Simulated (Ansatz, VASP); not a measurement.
# Al8H in VASP and in Ansatz

The input INCAR:

```
PREC = Accurate
ENCUT = 520
EDIFF = 1E-7
ISMEAR = 0
SIGMA = 0.1
LREAL = Auto
LASPH = T
NELM = 80
ALGO = Normal
ISIF = 2
LWAVE = F
LCHARG = F
LDIPOL = T
IDIPOL = 3
DIPOL = 0.5 0.5 0.289
GGA = PE
NBANDS = 40
```

File KPOINTS:

```
Automatic mesh
0
Gamma
  5 4 1
```

File POSCAR:

```
Al8H
1.0
    5.7135165837      0.0000000000      0.0000000000
    0.0000000000      8.0801326415      0.0000000000
    0.0000000000      0.0000000000     22.2432786975
Al H
16 2
Direct
    0.2500000000      0.2500000000      0.1798296040
    0.2500000000      0.7500000000      0.1798296040
    0.7500000000      0.2500000000      0.1798296040
    0.7500000000      0.7500000000      0.1798296040
    0.0000000000      0.0000000000      0.2440458181
    0.0000000000      0.5000000000      0.2440458181
    0.5000000000      0.0000000000      0.2440458181
    0.5000000000      0.5000000000      0.2440458181
    0.2500000000      0.2500000000      0.3102598702
    0.2500000000      0.7500000000      0.3102598702
    0.7500000000      0.2500000000      0.3102598702
    0.7500000000      0.7500000000      0.3102598702
    0.0000000000      0.0000000000      0.3705963860
    0.0000000000      0.5000000000      0.3705963860
    0.5000000000      0.0000000000      0.3705963860
    0.5000000000      0.5000000000      0.3705963860
    0.7500000000     -0.0568678783      0.3908272164
    0.7500000000      0.0568678783      0.3908272164
```

Input for Ansatz:

```yaml
crystal:
  lattice:
    - [5.7135165837, 0.0, 0.0]
    - [0.0, 8.0801326415, 0.0]
    - [0.0, 0.0, 22.2432786975]
  atoms:
    - { symbol: Al, position: [0.25, 0.25, 0.179829604] }
    - { symbol: Al, position: [0.25, 0.75, 0.179829604] }
    - { symbol: Al, position: [0.75, 0.25, 0.179829604] }
    - { symbol: Al, position: [0.75, 0.75, 0.179829604] }
    - { symbol: Al, position: [0.0, 0.0, 0.2440458181] }
    - { symbol: Al, position: [0.0, 0.5, 0.2440458181] }
    - { symbol: Al, position: [0.5, 0.0, 0.2440458181] }
    - { symbol: Al, position: [0.5, 0.5, 0.2440458181] }
    - { symbol: Al, position: [0.25, 0.25, 0.3102598702] }
    - { symbol: Al, position: [0.25, 0.75, 0.3102598702] }
    - { symbol: Al, position: [0.75, 0.25, 0.3102598702] }
    - { symbol: Al, position: [0.75, 0.75, 0.3102598702] }
    - { symbol: Al, position: [0.0, 0.0, 0.370596386] }
    - { symbol: Al, position: [0.0, 0.5, 0.370596386] }
    - { symbol: Al, position: [0.5, 0.0, 0.370596386] }
    - { symbol: Al, position: [0.5, 0.5, 0.370596386] }
    - { symbol: H, position: [0.75, -0.0568678783, 0.3908272164] }
    - { symbol: H, position: [0.75, 0.0568678783, 0.3908272164] }
basis:
  ecutwfc: 420
kpoints:
  mp_grid: { grid: [5, 4, 1] }
hamiltonian:
  xc: pbe
  pseudopotentials: { kind: paw, azcp: { folder: soft_1 } }
scf:
  occupations: { method: gaussian, width: 0.1 }
output:
  forces: true
  eigenvalues: true
efield:
  axis: 3
  dipole_correction: true
  ramp_width: 0.04
```

Alike in both runs: task single point; functional PBE; k mesh 5 × 4 × 1; occupations gaussian, width 0.1 eV; no spin polarisation.

```csv
,VASP,Ansatz
version,VASP 6.6.1,Ansatz 0.2.0
potentials or method,"VASP PAW PBE potentials, release 64 (Al, H), cutoff 520 eV","scalar-relativistic, plane waves, PAW"
valence electrons in the cell,50,50
```

```csv
,VASP,Ansatz,Ansatz less VASP
gap on the k mesh at the Fermi level (eV),none,none,-
rms of the force components (eV/Å),1.208,1.210,+0.0030
```

Atom by atom the forces differ by 0.003 eV/Å (rms over components). A gap of «none» marks a metal or a gap that the smearing closes.
